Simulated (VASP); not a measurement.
Write the native input for VASP 6.6.1 that does the following.

```
Task                   : single point
Functional             : r2SCAN
Potentials or basis    : VASP PAW PBE potentials, release 64 (Sn_d, Te)
Cutoff                 : 520 eV
k mesh                 : 8 × 8 × 8
Occupations            : gaussian, width 0.01 eV
Spin                   : no spin polarisation
Dipole correction      : no
Further INCAR settings : ALGO = Normal; EDIFF = 1e-06; NBANDS = 17
```

The system is SnTe.

```
CELL_PARAMETERS angstrom
2.24496 1.29613 3.79253
-2.24496 1.29613 3.79253
0.00000 -2.59226 3.79253
ATOMIC_POSITIONS crystal
Sn 0.99796 0.99796 0.99796
Te 0.52304 0.52304 0.52304
```

These files were run (other wordings do the same):

POSCAR

```
SnTe
1.0
    2.2449600339      1.2961282799      3.7925333510
   -2.2449600339      1.2961282799      3.7925333510
    0.0000000000     -2.5922565598      3.7925333510
Sn Te
1 1
Direct
    0.9979649091      0.9979649091      0.9979649091
    0.5230350909      0.5230350909      0.5230350909
```

INCAR.step1

```
  ALGO = Normal
  EDIFF = 1E-4
  ENCUT = 520
  GGA = PE
  ISMEAR = 0
  LASPH = True
  LCHARG = False
  LREAL = False
  LWAVE = True
  NBANDS = 17
  NELM = 100
  PREC = Accurate
  SIGMA = 0.01
```

INCAR.step2

```
  ALGO = Normal
  EDIFF = 1E-6
  ENCUT = 520
  ISIF = 2
  ISMEAR = 0
  ISTART = 1
  LASPH = True
  LCHARG = True
  LELF = True
  LMIXTAU = True
  LREAL = False
  LVHAR = True
  LWAVE = False
  METAGGA = R2SCAN
  NBANDS = 17
  NELM = 100
  PREC = Accurate
  SIGMA = 0.01
```

KPOINTS

```
k-points
0
Gamma
  8 8 8
```

Potentials or basis: VASP PAW PBE potentials, release 64 (Sn_d, Te).

Run with:

```console
$ cat potpaw_PBE.64/Sn_d/POTCAR potpaw_PBE.64/Te/POTCAR > POTCAR
$ cp INCAR.step1 INCAR
$ mpirun -np 1 vasp_std > vasp.out
$ cp INCAR.step2 INCAR
$ mpirun -np 1 vasp_std > vasp.out
```

Results of the run:

The pressure is 0.0 GPa, the largest force is 0.037 eV/Å and the band gap on the k mesh is 0.44 eV, direct.

Caveat: the PAW data sets were made with another functional, which shifts forces and pressure a little; spin-orbit coupling is left out, which moves the levels of the heavy elements.

It took 5.4 min on 1 thread of Intel(R) Xeon(R) Platinum 8488C (Sapphire Rapids), on a shared host, peak memory 0.26 GiB.
